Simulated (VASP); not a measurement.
# Nb (Fm-3m) in VASP: relaxation of cell and atoms with PBEsol

Aim: the relaxation of cell and atoms of Nb with PBEsol.

Program: VASP 6.6.1. These are calculated values, not measurements. Logs are shortened: lines on timing, memory, paths and dates and some standing lists are left out, and cuts for length are marked.

## (1) The cell of the first run

It takes space group Fm-3m (No. 225, cubic). The conventional cell has a = 4.166 Å, b = 4.166 Å, c = 4.166 Å, α = 90.00°, β = 90.00°, γ = 90.00°. Nb (site symmetry m-3m) has 12 Nb at 2.95 Å within 3.9 Å.

This isn't the form of Nb at room conditions, which is bcc.

## (2) Relaxation of cell and atoms, PBEsol

File INCAR:

```
PREC = Accurate
ENCUT = 500
EDIFF = 1E-7
ISMEAR = 0
SIGMA = 0.1
LREAL = F
LASPH = T
NELM = 120
ALGO = Normal
ISIF = 3
LWAVE = F
LCHARG = F
GGA = PS
IBRION = 2
NSW = 100
EDIFFG = -0.01
GGA_COMPAT = F
NELMIN = 4
```

File KPOINTS:

```
regular mesh
0
Gamma
  22 22 22
```

File POSCAR:

```
Nb
1.0
    0.0000000000      2.0827619885      2.0827619885
    2.0827619885      0.0000000000      2.0827619885
    2.0827619885      2.0827619885      0.0000000000
Nb
1
Direct
    0.0000000000      0.0000000000      0.0000000000
```

Potentials or basis: VASP PAW PBE potentials, release 64 (Nb_sv).

Launch:

```
$ cat potpaw_PBE.64/Nb_sv/POTCAR > POTCAR
$ mpirun -np 1 vasp_std > vasp.out
```

OUTCAR:

```text
PREC = Accurate
   ENCUT = 500
   EDIFF = 1E-7
   ISMEAR = 0
   LREAL = F
   LASPH = T
   NELM = 120
   ISIF = 3
   GGA = PS
   IBRION = 2
   NSW = 100
   EDIFFG = -0.01
   NELMIN = 4

 ion  position               nearest neighbor table
   1  0.000  0.000  0.000-

  LATTYP: Found a face centered cubic cell.
 ALAT       =     4.1655239770

  Lattice vectors:

 A1 = (   0.0000000000,   2.0827619885,   2.0827619885)
 A2 = (   2.0827619885,   0.0000000000,   2.0827619885)
 A3 = (   2.0827619885,   2.0827619885,   0.0000000000)

Analysis of symmetry for initial positions (statically):
=====================================================================
 Subroutine PRICEL returns:
 Original cell was already a primitive cell.

 Routine SETGRP: Setting up the symmetry group for a
 face centered cubic supercell.

 Subroutine GETGRP returns: Found 48 space group operations
 (whereof 48 operations were pure point group operations)
 out of a pool of 48 trial point group operations.

The static configuration has the point symmetry O_h .

Analysis of symmetry for dynamics (positions and initial velocities):
=====================================================================
 Subroutine PRICEL returns:
 Original cell was already a primitive cell.

 Routine SETGRP: Setting up the symmetry group for a
 face centered cubic supercell.

 Subroutine GETGRP returns: Found 48 space group operations
 (whereof 48 operations were pure point group operations)
 out of a pool of 48 trial point group operations.

The dynamic configuration has the point symmetry O_h .

 Subroutine INISYM returns: Found 48 space group operations
 (whereof 48 operations are pure point group operations),
 and found     1 'primitive' translations

----------------------------------------------------------------------------------------

                                     Primitive cell

  volume of cell :      18.0696

  direct lattice vectors                    reciprocal lattice vectors
     0.000000000  2.082761989  2.082761989    -0.240065837  0.240065837  0.240065837
     2.082761989  0.000000000  2.082761989     0.240065837 -0.240065837  0.240065837
     2.082761989  2.082761989  0.000000000     0.240065837  0.240065837 -0.240065837

  length of vectors
     2.945470251  2.945470251  2.945470251     0.415806227  0.415806227  0.415806227

  position of ions in fractional coordinates (direct lattice)
     0.000000000  0.000000000  0.000000000

  ion indices of the primitive-cell ions
   primitive index   ion index
                 1           1

----------------------------------------------------------------------------------------

 KPOINTS: regular mesh

Automatic generation of k-mesh.
 Grid dimensions read from file:
 generate k-points for:   22   22   22

 Generating k-lattice:

  Cartesian coordinates                     Fractional coordinates (reciprocal lattice)
    -0.010912083  0.010912083  0.010912083     0.045454545  0.000000000  0.000000000
     0.010912083 -0.010912083  0.010912083     0.000000000  0.045454545  0.000000000
     0.010912083  0.010912083 -0.010912083     0.000000000  0.000000000  0.045454545

  Length of vectors
     0.018900283  0.018900283  0.018900283

  Shift w.r.t. Gamma in fractional coordinates (k-lattice)
     0.000000000  0.000000000  0.000000000

 Subroutine IBZKPT returns following result:
 ===========================================

 Found    328 irreducible k-points:

 Following reciprocal coordinates:
            Coordinates               Weight
  0.000000  0.000000  0.000000      1.000000
  0.045455  0.000000  0.000000      8.000000
  0.090909  0.000000  0.000000      8.000000
  0.136364  0.000000  0.000000      8.000000
  0.181818  0.000000  0.000000      8.000000
  0.227273  0.000000  0.000000      8.000000
[... 16 lines left out ...]
  0.500000  0.045455  0.000000     24.000000
 -0.454545  0.045455  0.000000     24.000000
 [... further k-points ...]
   k-points           NKPTS =    328   k-points in BZ     NKDIM =    328   number of bands    NBANDS=     10
   number of dos      NEDOS =    301   number of ions     NIONS =      1
   total plane-waves  NPLWV =  13824
   dimension x,y,z NGX =    24 NGY =   24 NGZ =   24
   dimension x,y,z NGXF=    48 NGYF=   48 NGZF=   48
   ions per type =               1
   NGX,Y,Z   is equivalent  to a cutoff of  13.55, 13.55, 13.55 a.u.
   NGXF,Y,Z  is equivalent  to a cutoff of  27.09, 27.09, 27.09 a.u.
 SYSTEM =  unknown system
   PREC   = accura    normal or accurate (medium, high low for compatibility)
   ISTART =      0    job   : 0-new  1-cont  2-samecut
   ICHARG =      2    charge: 1-file 2-atom 10-const
   ISPIN  =      1    spin polarized calculation?
   LNONCOLLINEAR =      F non collinear calculations
   LSORBIT =      F    spin-orbit coupling
   LASPH  =      T    aspherical Exc in radial PAW
   ENCUT  =  500.0 eV  36.75 Ry    6.06 a.u.   5.37  5.37  5.37*2*pi/ulx,y,z
   NELM   =    120;   NELMIN=  4; NELMDL= -5     # of ELM steps
   EDIFF  = 0.1E-06   stopping-criterion for ELM
   LREAL  =      F    real-space projection
   EDIFFG = -.1E-01   stopping-criterion for IOM
   NSW    =    100    number of steps for IOM
   IBRION =      2    ionic relax: 0-MD 1-quasi-New 2-CG
   NFREE  =      1    steps in history (QN), initial steepest desc. (CG)
   ISIF   =      3    stress and relaxation
   ISYM   =      2    0-nonsym 1-usesym 2-fastsym
   POTIM  = 0.5000    time-step for ionic-motion
   TEBEG  =    0.0;   TEEND  =   0.0 temperature during run
   PSTRESS=    0.0 pullay stress
   NELECT =      13.0000    total number of electrons
   NUPDOWN=      -1.0000    fix difference up-down
   EMIN   =  10.00;   EMAX   =-10.00  energy-range for DOS
   EFERMI =   0.00;   METHOD = LEGACY
   ISMEAR =     0;   SIGMA  =   0.10  broadening in eV -4-tet -1-fermi 0-gaus
   EFERMI_NEDOS =   21; number of points for ismear=-14 and -15
   IALGO  =     38    algorithm
   IMIX   =      4    mixing-type and parameters
     AMIX     =   0.40;   BMIX     =  1.00
     AMIX_MAG =   1.60;   BMIX_MAG =  1.00
  volume/ion in A,a.u.               =      18.07       121.94
  Fermi-wavevector in a.u.,A,eV,Ry     =   1.466920  2.772076 29.277738  2.151853
  Thomas-Fermi vector in A             =   2.582599
   LORBIT       =      0    0 simple, 1 ext, 2 COOP (PROOUT), +10 PAW based schemes
   GGA     = PS    functional components
   LHFCALC =     F    Hartree Fock is set to
   AEXX    =    0.0000 exact exchange contribution
   IVDW    =     0    specifies the selected vdW correction
   LEPSILON=     F    determine dielectric tensor
   LRPA    =     F    only Hartree local field effects (RPA)
 conjugate gradient relaxation of ions
 non-spin polarized calculation
 Gauss-broadening in eV      SIGMA  =   0.10
  energy-cutoff  :      500.00
  volume of cell :       18.07
 maximum number of plane-waves:       477
 NGX is ok and might be reduce to    24
   NGX = 11   NGY = 11   NGZ = 11

--------------------------------------- Ionic step        1  -------------------------------------------

 number of electron      13.0000000 magnetization

 Free energy of the ion-electron system (eV)
  ---------------------------------------------------
  ext. energy  EPLUGINS =         0.00000000
  ---------------------------------------------------
  free energy    TOTEN  =       -10.60890374 eV

  energy without entropy =      -10.60131005  energy(sigma->0) =      -10.60510690

------------------------ aborting loop because EDIFF is reached ----------------------------------------

  FORCE on cell =-STRESS in cart. coord.  units (eV):
  Direction    XX          YY          ZZ          XY          YZ          ZX
  --------------------------------------------------------------------------------------
  -------------------------------------------------------------------------------------
  Total        0.0356319      0.0356319      0.0356319      0.0000000     -0.0000000      0.0000000
  in kB        3.1593693      3.1593693      3.1593693      0.0000000     -0.0000000      0.0000000
  external PRESSURE =       3.1593693 kB  Pullay stress =       0.0000000 kB
[... 55 lines left out ...]
  energy  without entropy=      -10.6012131538  energy(sigma->0) =      -10.60501685

--------------------------------------- Ionic step        3  -------------------------------------------

 number of electron      13.0000000 magnetization

 Free energy of the ion-electron system (eV)
  ---------------------------------------------------
  ext. energy  EPLUGINS =         0.00000000
  ---------------------------------------------------
  free energy    TOTEN  =       -10.60893481 eV

  energy without entropy =      -10.60133664  energy(sigma->0) =      -10.60513572

 E-fermi :  11.3394     XC(G=0): -12.6059

 val. band max:       11.3391700300   @ k =  -0.2273   0.1364   0.0455
 cond. band min:      11.3544054191   @ k =   0.0455   0.0000   0.0000
 fundamental gap:      0.0152353892
 Fermi energy:        11.3393660887

 k-point     1 :       0.0000    0.0000    0.0000
  band No.  band energies     occupation
      1     -43.3140      2.00000
      2     -18.6495      2.00000
      3     -18.6495      2.00000
      4     -18.6495      2.00000
      5       5.0038      2.00000
      6      11.4196      0.25678
      7      11.4196      0.25678
      8      11.4196      0.25678
      9      14.1468      0.00000
     10      14.1468      0.00000
[... 287 lines left out ...]
 k-point    24 :      -0.4545    0.0455    0.0000
  band No.  band energies     occupation
      1     -43.0876      2.00000
      2     -19.9750      2.00000
      3     -18.8444      2.00000
      4     -18.8229      2.00000
      5       7.4268      2.00000
      6      11.1216      1.99793
      7      11.2800      1.59917
      8      12.6417      0.00000
      9      16.0861      0.00000
     10      16.4463      0.00000

 [... further k-points ...]

------------------------ aborting loop because EDIFF is reached ----------------------------------------

  FORCE on cell =-STRESS in cart. coord.  units (eV):
  Direction    XX          YY          ZZ          XY          YZ          ZX
  --------------------------------------------------------------------------------------
  -------------------------------------------------------------------------------------
  Total        0.0004397      0.0004397      0.0004397      0.0000000     -0.0000000      0.0000000
  in kB        0.0389176      0.0389176      0.0389176      0.0000000     -0.0000000      0.0000000
  external PRESSURE =       0.0389176 kB  Pullay stress =       0.0000000 kB
[... 16 lines left out ...]
  FREE ENERGIE OF THE ION-ELECTRON SYSTEM (eV)
  ---------------------------------------------------
  free  energy   TOTEN  =       -10.6089348076 eV

  energy  without entropy=      -10.6013366410  energy(sigma->0) =      -10.60513572

 reached required accuracy - stopping structural energy minimisation
```

Run time: 3.7 min. Hardware: 1 thread of Intel Xeon 8259CL, shared host; peak memory 0.19 GiB.

What came out:

```yaml
Free_energy: -10.6089 eV
Relaxed_volume: 18.10 Å³/atom
Relaxed_cell: a = 2.947 Å, b = 2.947 Å, c = 2.947 Å, α = 60.00°, β = 60.00°, γ = 60.00°
Space_group_after_relaxing_to_0.1_Å: Fm-3m (No. 225)
Energy_gained_by_relaxing: 0.0 meV/atom
Ionic_steps: 3
Pressure_after_relaxing: 0.0 GPa
Band_gap_on_the_k_mesh: zero (an odd number of electrons rules out a gap without spin polarisation)
```

Final structure:
```
CELL_PARAMETERS angstrom
0.00000 2.08399 2.08399
2.08399 0.00000 2.08399
2.08399 2.08399 0.00000
ATOMIC_POSITIONS crystal
Nb 0.00000 0.00000 0.00000
```

Caveat: the PAW data sets were made with another functional, which shifts forces and pressure a little.
